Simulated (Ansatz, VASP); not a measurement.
**One calculation of Si2W, two programs**

INCAR

```
PREC = Accurate ; ENCUT = 520
EDIFF = 1E-7 ; ISMEAR = 0
SIGMA = 0.03 ; LREAL = F
LASPH = T ; NELM = 100
ALGO = Normal ; ISIF = 2
LWAVE = F ; LCHARG = T
GGA = PE ; LELF = T
LVHAR = T ; NBANDS = 43
```

File KPOINTS:

```
Automatic mesh
0
Gamma
  9 9 6
```

The input POSCAR:

```
Si2W
1.0
    4.5661651910      0.0000000000      0.0000000000
   -2.2830825955      3.9544150533      0.0000000000
    0.0000000000      0.0000000000      6.7880611730
Si W
6 3
Direct
    0.8613670885      0.7227341769      0.5000000000
    0.1386329115      0.8613670885      0.8333333333
    0.7227341769      0.8613670885      0.1666666667
    0.1386329115      0.2772658231      0.5000000000
    0.8613670885      0.1386329115      0.8333333333
    0.2772658231      0.1386329115      0.1666666667
    0.0000000000      0.5000000000      0.1666666667
    0.5000000000      0.5000000000      0.8333333333
    0.5000000000      0.0000000000      0.5000000000
```

Input for Ansatz:

```yaml
crystal:
  lattice:
    - [4.566165191, 0.0, 0.0]
    - [-2.2830825955, 3.9544150533, 0.0]
    - [0.0, 0.0, 6.788061173]
  atoms:
    - { symbol: Si, position: [0.8613670885, 0.7227341769, 0.5] }
    - { symbol: Si, position: [0.1386329115, 0.8613670885, 0.8333333333] }
    - { symbol: Si, position: [0.7227341769, 0.8613670885, 0.1666666667] }
    - { symbol: Si, position: [0.1386329115, 0.2772658231, 0.5] }
    - { symbol: Si, position: [0.8613670885, 0.1386329115, 0.8333333333] }
    - { symbol: Si, position: [0.2772658231, 0.1386329115, 0.1666666667] }
    - { symbol: W, position: [0.0, 0.5, 0.1666666667] }
    - { symbol: W, position: [0.5, 0.5, 0.8333333333] }
    - { symbol: W, position: [0.5, 0.0, 0.5] }
basis:
  ecutwfc: 420
kpoints:
  mp_grid: { grid: [9, 9, 6] }
hamiltonian:
  xc: pbe
  pseudopotentials: { kind: paw, azcp: { folder: soft_1 } }
scf:
  occupations: { method: gaussian, width: 0.03 }
output:
  forces: true
  stress: true
  eigenvalues: true
```

Alike in both runs: task single point; functional PBE; k mesh 9 × 9 × 6; occupations gaussian, width 0.03 eV; no spin polarisation.

```csv
,VASP,Ansatz
version,VASP 6.6.1,Ansatz 0.2.0
potentials or method,"VASP PAW PBE potentials, release 64 (Si, W_sv), cutoff 520 eV","scalar-relativistic, plane waves, PAW"
valence electrons in the cell,66,66
```

```tsv
	VASP	Ansatz	Ansatz less VASP
gap on the k mesh at the Fermi level (eV)	none	none	-
pressure (GPa)	7.3	7.3	+0.04
traceless stress, the component that is largest in VASP (GPa)	-12.40	-12.40	+0.004
rms of the force components (eV/Å)	2.268	2.278	+0.0099
```

Atom by atom the forces differ by 0.010 eV/Å (rms over components). A gap of «none» marks a metal or a gap that the smearing closes.

Neither program's run includes spin-orbit coupling.
